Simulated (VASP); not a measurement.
# TiH6 (P6/mmm) in VASP: further runs

TiH6 is run at these levels: PBE; tasks: single point, relaxation of cell and atoms.

All numbers are computed with VASP 6.6.1; they aren't measurements. Logs are shortened: lines on timing, memory, paths and dates and some standing lists are left out, and cuts for length are marked.

### 1 The cell of the first run

Symmetry: P6/mmm, No. 191, hexagonal system. Conventional cell: a = 3.803 Å, b = 3.803 Å, c = 2.694 Å, α = 90.00°, β = 90.00°, γ = 120.00°. Ti (site symmetry 6/mmm) has 18 H at 1.90 to 2.33 Å within 2.5 Å. H (site symmetry mmm) has 2 H at 1.35 Å within 1.8 Å. Within 1.8 Å of H (site symmetry mmm) lie 2 H at 1.35 Å.

The cell was built from a structure type or drawn by symmetry, and may not be a known phase.

### 2 Single point, PBE, collinear spin

INCAR

```
SYSTEM = TiH6
PREC     = Accurate       ! precision mode
ENCUT    = 500            ! plane-wave cutoff, eV
EDIFF    = 1E-6           ! SCF threshold, eV
ISMEAR   = 0              ! smearing method
SIGMA    = 0.1            ! smearing width, eV
LREAL    = .False.        ! projectors in reciprocal space
LASPH    = .True.         ! aspherical terms in the spheres
NELM     = 200            ! most SCF steps
ALGO     = Normal         ! electronic algorithm
ISIF     = 2              ! what is computed and relaxed
LWAVE    = .False.        ! write WAVECAR
LCHARG   = .False.        ! write CHGCAR
ISPIN    = 2              ! spin polarisation
MAGMOM   = 1 0 0 0 0 0 0  ! initial moments
LORBIT   = 11             ! projections on sites
LMAXMIX  = 4              ! l up to which the mixer works
GGA      = PE             ! functional
NBANDS   = 22             ! bands
GGA_COMPAT= .False.
```

KPOINTS

```
regular mesh
0
Gamma
  6 6 6
  0 0 0
```

POSCAR

```
TiH6
1.0
    3.8032945581      0.0000000000      0.0000000000
   -1.9016472790      3.2937497054      0.0000000000
    0.0000000000      0.0000000000      2.6935094080
Ti H
1 6
Direct
    0.0000000000      0.0000000000      0.5000000000
    0.5000000000      0.0000000000      0.5000000000
    0.0000000000      0.5000000000      0.5000000000
    0.5000000000      0.5000000000      0.5000000000
    0.5000000000      0.0000000000      0.0000000000
    0.0000000000      0.5000000000      0.0000000000
    0.5000000000      0.5000000000      0.0000000000
```

Potentials or basis: VASP PAW PBE potentials, release 64 (Ti_sv, H).

Launch:

```bash
$ cat potpaw_PBE.64/Ti_sv/POTCAR potpaw_PBE.64/H/POTCAR > POTCAR
$ mpirun -np 1 vasp_std > vasp.out
```

OUTCAR:

```text
SYSTEM = TiH6
   PREC = Accurate
   ENCUT = 500
   EDIFF = 1E-6
   ISMEAR = 0
   LREAL = .False.
   LASPH = .True.
   NELM = 200
   ISIF = 2
   ISPIN = 2
   LORBIT = 11
   GGA = PE

 ion  position               nearest neighbor table
   1  0.000  0.000  0.500-   3 1.90   3 1.90   2 1.90   2 1.90   4 1.90   4 1.90
   2  0.500  0.000  0.500-   1 1.90   1 1.90
   3  0.000  0.500  0.500-   1 1.90   1 1.90
   4  0.500  0.500  0.500-   1 1.90   1 1.90
   5  0.500  0.000  0.000-
   6  0.000  0.500  0.000-
   7  0.500  0.500  0.000-

  LATTYP: Found a hexagonal cell.
 ALAT       =     3.8032945581
 C/A-ratio  =     0.7082042600

  Lattice vectors:

 A1 = (   3.8032945581,   0.0000000000,   0.0000000000)
 A2 = (  -1.9016472790,   3.2937497054,   0.0000000000)
 A3 = (   0.0000000000,   0.0000000000,   2.6935094080)

Analysis of symmetry for initial positions (statically):
=====================================================================
 Subroutine PRICEL returns:
 Original cell was already a primitive cell.

 Routine SETGRP: Setting up the symmetry group for a
 hexagonal supercell.

 Subroutine GETGRP returns: Found 24 space group operations
 (whereof 24 operations were pure point group operations)
 out of a pool of 24 trial point group operations.

The static configuration has the point symmetry D_6h.

Analysis of symmetry for dynamics (positions and initial velocities):
=====================================================================
 Subroutine PRICEL returns:
 Original cell was already a primitive cell.

 Routine SETGRP: Setting up the symmetry group for a
 hexagonal supercell.

 Subroutine GETGRP returns: Found 24 space group operations
 (whereof 24 operations were pure point group operations)
 out of a pool of 24 trial point group operations.

The dynamic configuration has the point symmetry D_6h.

Analysis of structural, dynamic, and magnetic symmetry:
=====================================================================
 Subroutine PRICEL returns:
 Original cell was already a primitive cell.

 Routine SETGRP: Setting up the symmetry group for a
 hexagonal supercell.

 Subroutine GETGRP returns: Found 24 space group operations
 (whereof 24 operations were pure point group operations)
 out of a pool of 24 trial point group operations.

The overall configuration has the point symmetry D_6h.

 Subroutine INISYM returns: Found 24 space group operations
 (whereof 24 operations are pure point group operations),
 and found     1 'primitive' translations

----------------------------------------------------------------------------------------

                                     Primitive cell

  volume of cell :      33.7419

  direct lattice vectors                    reciprocal lattice vectors
     3.803294558  0.000000000  0.000000000     0.262929937  0.151802670  0.000000000
    -1.901647279  3.293749705  0.000000000     0.000000000  0.303605340  0.000000000
     0.000000000  0.000000000  2.693509408     0.000000000  0.000000000  0.371262858

  length of vectors
     3.803294558  3.803294558  2.693509408     0.303605340  0.303605340  0.371262858

  position of ions in fractional coordinates (direct lattice)
     0.000000000  0.000000000  0.500000000
     0.500000000  0.000000000  0.500000000
     0.000000000  0.500000000  0.500000000
     0.500000000  0.500000000  0.500000000
     0.500000000  0.000000000  0.000000000
     0.000000000  0.500000000  0.000000000
     0.500000000  0.500000000  0.000000000

  ion indices of the primitive-cell ions
   primitive index   ion index
                 1           1
                 2           2
                 3           3
                 4           4
[... 31 lines left out ...]
            Coordinates               Weight
  0.000000  0.000000  0.000000      1.000000
  0.166667 -0.000000  0.000000      6.000000
  0.333333 -0.000000  0.000000      6.000000
  0.500000 -0.000000  0.000000      3.000000
  0.166667  0.166667  0.000000      6.000000
  0.333333  0.166667  0.000000     12.000000
[... 16 lines left out ...]
  0.166667 -0.000000  0.500000      6.000000
  0.333333 -0.000000  0.500000      6.000000
 [... further k-points ...]
   k-points           NKPTS =     28   k-points in BZ     NKDIM =     28   number of bands    NBANDS=     22
   number of dos      NEDOS =    301   number of ions     NIONS =      7
   total plane-waves  NPLWV =  15680
   dimension x,y,z NGX =    28 NGY =   28 NGZ =   20
   dimension x,y,z NGXF=    56 NGYF=   56 NGZF=   40
   ions per type =               1   6
   NGX,Y,Z   is equivalent  to a cutoff of  12.24, 12.24, 12.34 a.u.
   NGXF,Y,Z  is equivalent  to a cutoff of  24.48, 24.48, 24.69 a.u.
 SYSTEM =  TiH6
   PREC   = accura    normal or accurate (medium, high low for compatibility)
   ISTART =      0    job   : 0-new  1-cont  2-samecut
   ICHARG =      2    charge: 1-file 2-atom 10-const
   ISPIN  =      2    spin polarized calculation?
   LNONCOLLINEAR =      F non collinear calculations
   LSORBIT =      F    spin-orbit coupling
   LASPH  =      T    aspherical Exc in radial PAW
   ENCUT  =  500.0 eV  36.75 Ry    6.06 a.u.   6.93  6.93  4.91*2*pi/ulx,y,z
   NELM   =    200;   NELMIN=  2; NELMDL= -5     # of ELM steps
   EDIFF  = 0.1E-05   stopping-criterion for ELM
   LREAL  =      F    real-space projection
   EDIFFG = 0.1E-04   stopping-criterion for IOM
   NSW    =      0    number of steps for IOM
   IBRION =     -1    ionic relax: 0-MD 1-quasi-New 2-CG
   NFREE  =      0    steps in history (QN), initial steepest desc. (CG)
   ISIF   =      2    stress and relaxation
   ISYM   =      2    0-nonsym 1-usesym 2-fastsym
   POTIM  = 0.5000    time-step for ionic-motion
   TEBEG  =    0.0;   TEEND  =   0.0 temperature during run
   PSTRESS=    0.0 pullay stress
   NELECT =      18.0000    total number of electrons
   NUPDOWN=      -1.0000    fix difference up-down
   EMIN   =  10.00;   EMAX   =-10.00  energy-range for DOS
   EFERMI =   0.00;   METHOD = LEGACY
   ISMEAR =     0;   SIGMA  =   0.10  broadening in eV -4-tet -1-fermi 0-gaus
   EFERMI_NEDOS =   21; number of points for ismear=-14 and -15
   IALGO  =     38    algorithm
   IMIX   =      4    mixing-type and parameters
     AMIX     =   0.40;   BMIX     =  1.00
     AMIX_MAG =   1.60;   BMIX_MAG =  1.00
  volume/ion in A,a.u.               =       4.82        32.53
  Fermi-wavevector in a.u.,A,eV,Ry     =   1.327729  2.509043 23.985211  1.762863
  Thomas-Fermi vector in A             =   2.457019
   LORBIT       =     11    0 simple, 1 ext, 2 COOP (PROOUT), +10 PAW based schemes
   GGA     = PE    functional components
   LHFCALC =     F    Hartree Fock is set to
   AEXX    =    0.0000 exact exchange contribution
   IVDW    =     0    specifies the selected vdW correction
   LEPSILON=     F    determine dielectric tensor
   LRPA    =     F    only Hartree local field effects (RPA)
 spin polarized calculation
 Gauss-broadening in eV      SIGMA  =   0.10
  energy-cutoff  :      500.00
  volume of cell :       33.74
 maximum number of plane-waves:       882
 NGX is ok and might be reduce to    28
   NGX = 13   NGY = 13   NGZ =  9

 number of electron      17.9999989 magnetization       0.0009022

 Free energy of the ion-electron system (eV)
  ---------------------------------------------------
  ext. energy  EPLUGINS =         0.00000000
  ---------------------------------------------------
  free energy    TOTEN  =       -25.37531101 eV

  energy without entropy =      -25.35843231  energy(sigma->0) =      -25.36687166

 E-fermi :   6.0080     XC(G=0): -11.3131

 val. band max:        5.9606733202   @ k =   0.3333  -0.0000   0.1667
 cond. band min:       6.0218527658   @ k =   0.3333   0.1667   0.3333
 fundamental gap:      0.0611794456
 Fermi energy:         6.0079768244

 spin component 1

 k-point     1 :       0.0000    0.0000    0.0000
  band No.  band energies     occupation
      1     -51.2543      1.00000
      2     -27.6569      1.00000
      3     -27.6569      1.00000
      4     -26.9107      1.00000
      5      -7.2552      1.00000
      6      -0.2818      1.00000
[... 565 lines left out ...]
     20      21.4972      0.00000
     21      21.8862      0.00000

 [... further k-points ...]

 spin component 2

 k-point     1 :       0.0000    0.0000    0.0000
  band No.  band energies     occupation
      1     -51.2537      1.00000
      2     -27.6564      1.00000
      3     -27.6564      1.00000
      4     -26.9101      1.00000
      5      -7.2550      1.00000
      6      -0.2816      1.00000
[... 565 lines left out ...]
     20      21.4976      0.00000
     21      21.8865      0.00000

 [... further k-points ...]

 [bands above 21 left out]

------------------------ aborting loop because EDIFF is reached ----------------------------------------

  FORCE on cell =-STRESS in cart. coord.  units (eV):
  Direction    XX          YY          ZZ          XY          YZ          ZX
  --------------------------------------------------------------------------------------
  -------------------------------------------------------------------------------------
  Total       -0.0732541     -0.0732541     -0.1472313     -0.0000000      0.0000000      0.0000000
  in kB       -3.4783521     -3.4783521     -6.9910360     -0.0000000      0.0000000      0.0000000
  external PRESSURE =      -4.6492467 kB  Pullay stress =       0.0000000 kB

 VOLUME and BASIS-vectors are now :
 -----------------------------------------------------------------------------
  energy-cutoff  :      500.00
  volume of cell :       33.74
      direct lattice vectors                 reciprocal lattice vectors
     3.803294558  0.000000000  0.000000000     0.262929937  0.151802670  0.000000000
    -1.901647279  3.293749705  0.000000000     0.000000000  0.303605340  0.000000000
     0.000000000  0.000000000  2.693509408     0.000000000  0.000000000  0.371262858

 POSITION                                       TOTAL-FORCE (eV/Angst)
 -----------------------------------------------------------------------------------
      0.00000      0.00000      1.34675        -0.000000      0.000000      0.000000
      1.90165      0.00000      1.34675        -0.000000      0.000000      0.000000
     -0.95082      1.64687      1.34675        -0.000000      0.000000      0.000000
      0.95082      1.64687      1.34675         0.000000      0.000000      0.000000
      1.90165      0.00000      0.00000         0.000000      0.000000      0.000000
     -0.95082      1.64687      0.00000         0.000000      0.000000      0.000000
      0.95082      1.64687      0.00000         0.000000      0.000000      0.000000
 -----------------------------------------------------------------------------------
    total drift:                               -0.000000     -0.000000      0.000000

  FREE ENERGIE OF THE ION-ELECTRON SYSTEM (eV)
  ---------------------------------------------------
  free  energy   TOTEN  =       -25.3753110071 eV

  energy  without entropy=      -25.3584323137  energy(sigma->0) =      -25.36687166

 total charge

# of ion       s       p       d       tot
------------------------------------------
    1        2.162   6.137   2.044  10.342
    2        0.528   0.018   0.000   0.546
    3        0.528   0.018   0.000   0.546
    4        0.528   0.018   0.000   0.546
    5        0.442   0.021   0.000   0.462
    6        0.442   0.021   0.000   0.462
    7        0.442   0.021   0.000   0.462
--------------------------------------------------
tot          5.069   6.254   2.044  13.367

 magnetization (x)

# of ion       s       p       d       tot
------------------------------------------
    1        0.000   0.000   0.000   0.001
    2        0.000   0.000   0.000   0.000
    3        0.000   0.000   0.000   0.000
    4        0.000   0.000   0.000   0.000
    5       -0.000   0.000   0.000  -0.000
    6       -0.000   0.000   0.000  -0.000
    7       -0.000   0.000   0.000  -0.000
--------------------------------------------------
tot          0.000   0.000   0.000   0.001
```

Wall time 37 s (1 thread of Intel Xeon Platinum 8488C (Sapphire Rapids), shared host); peak memory 0.16 GiB.

Results:

```
Free energy                                           : -25.3753 eV
Pressure                                              : -0.5 GPa
Band gap on the k mesh                                : zero (filled and empty bands overlap)
Net moment                                            : 0.00 μB per cell
Valence electrons inside the program's atomic spheres : Ti 10.34; H 0.55, 0.46 (each value once)
```

Caveat: the k points lie up to 0.39 Å⁻¹ apart, too coarse for converged energies and pressures of a metal.

(Continued in part 2 of 2.)
